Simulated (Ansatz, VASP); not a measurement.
## TePb: VASP beside Ansatz

Contents of INCAR:

```
SYSTEM = TePb
PREC = Accurate ; ENCUT = 520
EDIFF = 1E-8 ; ISMEAR = -1
SIGMA = 0.03 ; LREAL = .FALSE.
LASPH = .TRUE. ; NELM = 60
ALGO = Normal ; ISIF = 2
LWAVE = .FALSE. ; LCHARG = .FALSE.
GGA = PE ; LEFG = .TRUE.
NBANDS = 17
```

The input KPOINTS:

```
Automatic mesh
0
G
  10 10 10
  0 0 0
```

File POSCAR:

```
TePb
1.0
    0.0000000000      3.2536706310      3.2536706310
    3.2536706310      0.0000000000      3.2536706310
    3.2536706310      3.2536706310      0.0000000000
Te Pb
1 1
Direct
    0.5000000000      0.5000000000      0.5000000000
    0.0000000000      0.0000000000      0.0000000000
```

Input for Ansatz:

```yaml
crystal:
  lattice:
    - [0.0, 3.253670631, 3.253670631]
    - [3.253670631, 0.0, 3.253670631]
    - [3.253670631, 3.253670631, 0.0]
  atoms:
    - { symbol: Te, position: [0.5, 0.5, 0.5] }
    - { symbol: Pb, position: [0.0, 0.0, 0.0] }
kpoints:
  mp_grid: { grid: [10, 10, 10] }
scf:
  occupations: { method: fermi_dirac, width: 0.03 }
hamiltonian:
  xc: pbe
  pseudopotentials: { kind: paw }
output:
  forces: true
  stress: true
  eigenvalues: true
  efg: { contact_densities: true }
  write_density: true
  write_potential: true
  elf: true
  volumetric_format: npy
```

Change from the starting cell: volume scaled by 1.025, PAW files.

Alike in both runs: task electric field gradients; functional PBE; k mesh 10 × 10 × 10; occupations fermi-dirac, width 0.03 eV; no spin polarisation.

|  | VASP | Ansatz |
| --- | --- | --- |
| version | VASP 6.6.1 | Ansatz 0.2.0 |
| potentials or method | VASP PAW PBE potentials, release 64 (Te, Pb_d) | PAW with Ansatz's default frozen-core files, scalar-relativistic |
| plane-wave cutoff (eV) | 520 | 420 |
| valence electrons in the cell | 20 | 30 |

VASP gave:

| Item | Value |
| --- | --- |
| pressure (GPa) | 1.1 |

Q: Estimate Ansatz's values.

A: Pressure (GPa): 1.2.

With one functional, cell and mesh, what is left measures potentials, basis and numerics. VASP's potentials hold 20 valence electrons a cell and Ansatz's 30, so a difference there can come from the potentials and not from the codes.

Spin-orbit coupling is off throughout.
